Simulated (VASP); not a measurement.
# BPH2 in VASP: further runs

Runs on BPH2. Level: PBE. Tasks: single point.

Everything below comes from runs of VASP 6.6.1. Logs are shortened: lines on timing, memory, paths and dates and some standing lists are left out, and cuts for length are marked.

**1. The cell of the first run**

The cell holds a wire or tube with vacuum around it, 32 atoms: a = 17.200 Å, b = 17.800 Å, c = 4.608 Å, α = 90.00°, β = 90.00°, γ = 90.00°.

**2. Single point, PBE**

INCAR

```
ALGO = Normal ; EDIFF = 1E-7
ENCUT = 520 ; GGA = PE
ISIF = 2 ; ISMEAR = 0
LASPH = T ; LCHARG = F
LREAL = Auto ; LWAVE = F
NBANDS = 62 ; NELM = 80
PREC = Accurate ; SIGMA = 0.05
```

KPOINTS

```
k-points
0
Gamma
  1 1 7
```

POSCAR

```
BPH2
1.0
   17.2000000000      0.0000000000      0.0000000000
    0.0000000000     17.8000000000      0.0000000000
    0.0000000000      0.0000000000      4.6078909033
B P H
8 8 16
Direct
    0.2993942509      0.5000000000      0.0000000000
    0.5667287470      0.5000000000      0.0000000000
    0.5668299067      0.3729805851      0.5015961287
    0.5668299067      0.6270194149      0.4984038713
    0.4332712530      0.5000000000      0.5000000000
    0.7006057491      0.5000000000      0.5000000000
    0.4331700933      0.3729805851     -0.0015961287
    0.4331700933      0.6270194149      0.0015961287
    0.3686375984      0.5608172277      0.7612494946
    0.6313624016      0.5608172277      0.7387505054
    0.3686375984      0.4391827723      0.2387505054
    0.6313624016      0.4391827723      0.2612494946
    0.5000000000      0.3145168191      0.2500000000
    0.5000000000      0.5638067628      0.2500000000
    0.5000000000      0.4361932372      0.7500000000
    0.5000000000      0.6854831809      0.7500000000
    0.2613213987      0.5411997128      0.1531349205
    0.2613213987      0.4588002872      0.8468650795
    0.3221876413      0.6082527435      0.5841701094
    0.6778123587      0.6082527435      0.9158298906
    0.6076295540      0.3321859524      0.6459757360
    0.6076295540      0.6678140476      0.3540242640
    0.3221876413      0.3917472565      0.4158298906
    0.6778123587      0.3917472565      0.0841701094
    0.7386786013      0.5411997128      0.3468650795
    0.7386786013      0.4588002872      0.6531349205
    0.5453896504      0.2630080599      0.0867525249
    0.4546103496      0.2630080599      0.4132474751
    0.3923704460      0.3321859524      0.8540242640
    0.3923704460      0.6678140476      0.1459757360
    0.5453896504      0.7369919401      0.9132474751
    0.4546103496      0.7369919401      0.5867525249
```

Potentials or basis: VASP PAW PBE potentials, release 64 (B, P, H).

Launch:

```sh
> cat potpaw_PBE.64/B/POTCAR potpaw_PBE.64/P/POTCAR potpaw_PBE.64/H/POTCAR > POTCAR
> mpirun -np 1 vasp_std > vasp.out
```

OUTCAR:

```text
EDIFF = 1E-7
   ENCUT = 520
   GGA = PE
   ISIF = 2
   ISMEAR = 0
   LASPH = T
   LREAL = Auto
   NELM = 80
   PREC = Accurate

 ion  position               nearest neighbor table
   1  0.299  0.500  0.000-  17 1.21  18 1.21   9 1.95  11 1.95
   2  0.567  0.500  0.000-  10 1.96  12 1.96  14 1.98  15 1.98
   3  0.567  0.373  0.502-  21 1.21  13 1.94  12 1.96  15 1.97
   4  0.567  0.627  0.498-  22 1.21  16 1.94  10 1.96  14 1.97
   5  0.433  0.500  0.500-   9 1.96  11 1.96  14 1.98  15 1.98
   6  0.701  0.500  0.500-  25 1.21  26 1.21  10 1.95  12 1.95
[... 8 lines left out ...]
  15  0.500  0.436  0.750-   3 1.97   7 1.97   5 1.98   2 1.98
  16  0.500  0.685  0.750-  31 1.42  32 1.42   4 1.94   8 1.94
  17  0.261  0.541  0.153-   1 1.21
  18  0.261  0.459  0.847-   1 1.21
  19  0.322  0.608  0.584-   9 1.42
  20  0.678  0.608  0.916-  10 1.42
  21  0.608  0.332  0.646-   3 1.21
  22  0.608  0.668  0.354-   4 1.21
[... 8 lines left out ...]
  31  0.545  0.737  0.913-  16 1.42
  32  0.455  0.737  0.587-  16 1.42

  LATTYP: Found a simple orthorhombic cell.
 ALAT       =     4.6078909033
 B/A-ratio  =     3.7327272631
 C/A-ratio  =     3.8629386792

  Lattice vectors:

 A1 = (   0.0000000000,   0.0000000000,   4.6078909033)
 A2 = (  17.2000000000,   0.0000000000,   0.0000000000)
 A3 = (   0.0000000000,  17.8000000000,   0.0000000000)

Analysis of symmetry for initial positions (statically):
=====================================================================
 Subroutine PRICEL returns:
 Original cell was already a primitive cell.

 Routine SETGRP: Setting up the symmetry group for a
 simple orthorhombic supercell.

 Subroutine GETGRP returns: Found  4 space group operations
 (whereof  2 operations were pure point group operations)
 out of a pool of  8 trial point group operations.

The static configuration has the point symmetry C_2 .
 The point group associated with its full space group is D_2 .

Analysis of symmetry for dynamics (positions and initial velocities):
=====================================================================
 Subroutine PRICEL returns:
 Original cell was already a primitive cell.

 Routine SETGRP: Setting up the symmetry group for a
 simple orthorhombic supercell.

 Subroutine GETGRP returns: Found  4 space group operations
 (whereof  2 operations were pure point group operations)
 out of a pool of  8 trial point group operations.

The dynamic configuration has the point symmetry C_2 .
 The point group associated with its full space group is D_2 .

 Subroutine INISYM returns: Found  4 space group operations
 (whereof  2 operations are pure point group operations),
 and found     1 'primitive' translations

----------------------------------------------------------------------------------------

                                     Primitive cell

  volume of cell :    1410.7519

  direct lattice vectors                    reciprocal lattice vectors
    17.200000000  0.000000000  0.000000000     0.058139535  0.000000000  0.000000000
     0.000000000 17.800000000  0.000000000     0.000000000  0.056179775  0.000000000
     0.000000000  0.000000000  4.607890903     0.000000000  0.000000000  0.217019027

  length of vectors
    17.200000000 17.800000000  4.607890903     0.058139535  0.056179775  0.217019027

  position of ions in fractional coordinates (direct lattice)
     0.299394251  0.500000000  0.000000000
     0.566728747  0.500000000  0.000000000
     0.566829907  0.372980585  0.501596129
     0.566829907  0.627019415  0.498403871
     0.433271253  0.500000000  0.500000000
     0.700605749  0.500000000  0.500000000
[... 24 lines left out ...]
     0.545389650  0.736991940  0.913247475
     0.454610350  0.736991940  0.586752525

  ion indices of the primitive-cell ions
   primitive index   ion index
                 1           1
                 2           2
                 3           3
                 4           4
                 5           5
                 6           6
[... 24 lines left out ...]
                31          31
                32          32

----------------------------------------------------------------------------------------

 KPOINTS: k-points

Automatic generation of k-mesh.
 Grid dimensions read from file:
 generate k-points for:    1    1    7

 Generating k-lattice:

  Cartesian coordinates                     Fractional coordinates (reciprocal lattice)
     0.058139535  0.000000000  0.000000000     1.000000000  0.000000000  0.000000000
     0.000000000  0.056179775  0.000000000     0.000000000  1.000000000  0.000000000
     0.000000000  0.000000000  0.031002718     0.000000000  0.000000000  0.142857143

  Length of vectors
     0.058139535  0.056179775  0.031002718

  Shift w.r.t. Gamma in fractional coordinates (k-lattice)
     0.000000000  0.000000000  0.000000000

 Subroutine IBZKPT returns following result:
 ===========================================

 Found      4 irreducible k-points:

 Following reciprocal coordinates:
            Coordinates               Weight
  0.000000  0.000000  0.000000      1.000000
  0.000000  0.000000  0.142857      2.000000
  0.000000  0.000000  0.285714      2.000000
  0.000000  0.000000  0.428571      2.000000
   k-points           NKPTS =      4   k-points in BZ     NKDIM =      4   number of bands    NBANDS=     62
   number of dos      NEDOS =    301   number of ions     NIONS =     32
   total plane-waves  NPLWV = 645120
   dimension x,y,z NGX =   128 NGY =  140 NGZ =   36
   dimension x,y,z NGXF=   256 NGYF=  280 NGZF=   72
   ions per type =               8   8  16
   NGX,Y,Z   is equivalent  to a cutoff of  12.37, 13.08, 12.99 a.u.
   NGXF,Y,Z  is equivalent  to a cutoff of  24.74, 26.15, 25.98 a.u.
 SYSTEM =  unknown system
   PREC   = accura    normal or accurate (medium, high low for compatibility)
   ISTART =      0    job   : 0-new  1-cont  2-samecut
   ICHARG =      2    charge: 1-file 2-atom 10-const
   ISPIN  =      1    spin polarized calculation?
   LNONCOLLINEAR =      F non collinear calculations
   LSORBIT =      F    spin-orbit coupling
   LASPH  =      T    aspherical Exc in radial PAW
   ENCUT  =  520.0 eV  38.22 Ry    6.18 a.u.  31.98 33.10  8.57*2*pi/ulx,y,z
   NELM   =     80;   NELMIN=  2; NELMDL= -5     # of ELM steps
   EDIFF  = 0.1E-06   stopping-criterion for ELM
   LREAL  =      T    real-space projection
   EDIFFG = 0.1E-05   stopping-criterion for IOM
   NSW    =      0    number of steps for IOM
   IBRION =     -1    ionic relax: 0-MD 1-quasi-New 2-CG
   NFREE  =      0    steps in history (QN), initial steepest desc. (CG)
   ISIF   =      2    stress and relaxation
   ISYM   =      2    0-nonsym 1-usesym 2-fastsym
   POTIM  = 0.5000    time-step for ionic-motion
   TEBEG  =    0.0;   TEEND  =   0.0 temperature during run
   PSTRESS=    0.0 pullay stress
   NELECT =      80.0000    total number of electrons
   NUPDOWN=      -1.0000    fix difference up-down
   EMIN   =  10.00;   EMAX   =-10.00  energy-range for DOS
   EFERMI =   0.00;   METHOD = LEGACY
   ISMEAR =     0;   SIGMA  =   0.05  broadening in eV -4-tet -1-fermi 0-gaus
   EFERMI_NEDOS =   21; number of points for ismear=-14 and -15
   IALGO  =     38    algorithm
   IMIX   =      4    mixing-type and parameters
     AMIX     =   0.40;   BMIX     =  1.00
     AMIX_MAG =   1.60;   BMIX_MAG =  1.00
  volume/ion in A,a.u.               =      44.09       297.51
  Fermi-wavevector in a.u.,A,eV,Ry     =   0.628957  1.188557  5.382295  0.395588
  Thomas-Fermi vector in A             =   1.691081
   LORBIT       =      0    0 simple, 1 ext, 2 COOP (PROOUT), +10 PAW based schemes
   GGA     = PE    functional components
   LHFCALC =     F    Hartree Fock is set to
   AEXX    =    0.0000 exact exchange contribution
   IVDW    =     0    specifies the selected vdW correction
   LEPSILON=     F    determine dielectric tensor
   LRPA    =     F    only Hartree local field effects (RPA)
 non-spin polarized calculation
 Gauss-broadening in eV      SIGMA  =   0.05
  energy-cutoff  :      520.00
  volume of cell :     1410.75
 maximum number of plane-waves:     38029
 NGX is ok and might be reduce to   126
   NGX = 63   NGY = 67   NGZ = 17

 number of electron      80.0000002 magnetization

 Free energy of the ion-electron system (eV)
  ---------------------------------------------------
  ext. energy  EPLUGINS =         0.00000000
  ---------------------------------------------------
  free energy    TOTEN  =      -157.58256844 eV

  energy without entropy =     -157.58256844  energy(sigma->0) =     -157.58256844

 E-fermi :  -3.7364     XC(G=0):  -2.6178

 val. band max:       -3.9816834644   @ k =   0.0000   0.0000   0.0000
 cond. band min:      -0.2986168347   @ k =   0.0000   0.0000   0.0000
 fundamental gap:      3.6830666297
 Fermi energy:        -3.7363561056

 k-point     1 :       0.0000    0.0000    0.0000
  band No.  band energies     occupation
      1     -17.1177      2.00000
      2     -16.1998      2.00000
      3     -15.7220      2.00000
      4     -15.2688      2.00000
      5     -14.1302      2.00000
      6     -14.0276      2.00000
[... 44 lines left out ...]
     51       1.4984      0.00000
     52       1.5150      0.00000

 k-point     2 :       0.0000    0.0000    0.1429
  band No.  band energies     occupation
      1     -17.0109      2.00000
      2     -16.1295      2.00000
      3     -15.6357      2.00000
      4     -15.2364      2.00000
      5     -14.1638      2.00000
      6     -14.0327      2.00000
[... 44 lines left out ...]
     51       1.4721      0.00000
     52       1.5290      0.00000

 k-point     3 :       0.0000    0.0000    0.2857
  band No.  band energies     occupation
      1     -16.6987      2.00000
      2     -15.9489      2.00000
      3     -15.3906      2.00000
      4     -15.1767      2.00000
      5     -14.4282      2.00000
      6     -14.3057      2.00000
[... 44 lines left out ...]
     51       1.7938      0.00000
     52       1.9536      0.00000

 k-point     4 :       0.0000    0.0000    0.4286
  band No.  band energies     occupation
      1     -16.2225      2.00000
      2     -15.8395      2.00000
      3     -15.1846      2.00000
      4     -15.1368      2.00000
      5     -14.9613      2.00000
      6     -14.6060      2.00000
[... 44 lines left out ...]
     51       2.0165      0.00000
     52       2.0647      0.00000
 [bands above 52 left out]

------------------------ aborting loop because EDIFF is reached ----------------------------------------

  FORCE on cell =-STRESS in cart. coord.  units (eV):
  Direction    XX          YY          ZZ          XY          YZ          ZX
  --------------------------------------------------------------------------------------
  -------------------------------------------------------------------------------------
  Total       -0.4434998     -0.4964637     -0.3864972      0.0000000      0.0000000      0.0000000
  in kB       -0.5036784     -0.5638290     -0.4389412      0.0000000      0.0000000      0.0000000
  external PRESSURE =      -0.5021495 kB  Pullay stress =       0.0000000 kB

 VOLUME and BASIS-vectors are now :
 -----------------------------------------------------------------------------
  energy-cutoff  :      520.00
  volume of cell :     1410.75
      direct lattice vectors                 reciprocal lattice vectors
    17.200000000  0.000000000  0.000000000     0.058139535  0.000000000  0.000000000
     0.000000000 17.800000000  0.000000000     0.000000000  0.056179775  0.000000000
     0.000000000  0.000000000  4.607890903     0.000000000  0.000000000  0.217019027

 POSITION                                       TOTAL-FORCE (eV/Angst)
 -----------------------------------------------------------------------------------
      5.14958      8.90000      0.00000         0.014371     -0.000000      0.000000
      9.74773      8.90000      0.00000        -0.002130     -0.000000      0.000000
      9.74947      6.63905      2.31130        -0.006526      0.015682     -0.012136
      9.74947     11.16095      2.29659        -0.006526     -0.015682      0.012136
      7.45227      8.90000      2.30395         0.002130     -0.000000      0.000000
     12.05042      8.90000      2.30395        -0.014371     -0.000000      0.000000
[... 24 lines left out ...]
      9.38070     13.11846      4.20814        -0.016416     -0.021813     -0.018467
      7.81930     13.11846      2.70369         0.016416     -0.021813      0.018467
 -----------------------------------------------------------------------------------
    total drift:                                0.000000     -0.000000     -0.000000

  FREE ENERGIE OF THE ION-ELECTRON SYSTEM (eV)
  ---------------------------------------------------
  free  energy   TOTEN  =      -157.5825684428 eV

  energy  without entropy=     -157.5825684428  energy(sigma->0) =     -157.58256844
```

It took 15 min on 1 thread of Intel Xeon Platinum 8559C (Emerald Rapids), shared host; peak memory 1.2 GiB.

What came out:

* Free energy: -157.5826 eV
* Largest force: 0.040 eV/Å
* Band gap on the k mesh: 3.68 eV

Forces in eV/Å, atoms in the order of the input:
```
B    0.014  0.000  0.000
B   -0.002  0.000  0.000
B   -0.007  0.016 -0.012
B   -0.007 -0.016  0.012
B    0.002  0.000  0.000
B   -0.014  0.000  0.000
B    0.007  0.016  0.012
B    0.007 -0.016 -0.012
P   -0.016  0.021 -0.012
P    0.016  0.021  0.012
P   -0.016 -0.021  0.012
P    0.016 -0.021 -0.012
P    0.000 -0.040  0.000
P    0.000  0.004  0.000
P    0.000 -0.004  0.000
P    0.000  0.040  0.000
H   -0.002  0.003  0.003
H   -0.002 -0.003 -0.003
H    0.019 -0.020  0.019
H   -0.019 -0.020 -0.019
H    0.006 -0.006  0.003
H    0.006  0.006 -0.003
H    0.019  0.020 -0.019
H   -0.019  0.020  0.019
H    0.002  0.003 -0.003
H    0.002 -0.003  0.003
H   -0.016  0.022  0.018
H    0.016  0.022 -0.018
H   -0.006 -0.006 -0.003
H   -0.006  0.006  0.003
H   -0.016 -0.022 -0.018
H    0.016 -0.022  0.018
```

Levels at points of the mesh, in eV from the valence-band top:
```tsv
k point	band 36	band 37	band 38	band 39	band 40	band 41	band 42	band 43	band 44	band 45
(0.00, 0.00, 0.00)	-0.77	-0.72	-0.44	-0.06	0.00	3.68	3.85	3.91	3.94	4.22
```

(Part 1 of 2 ends here.)
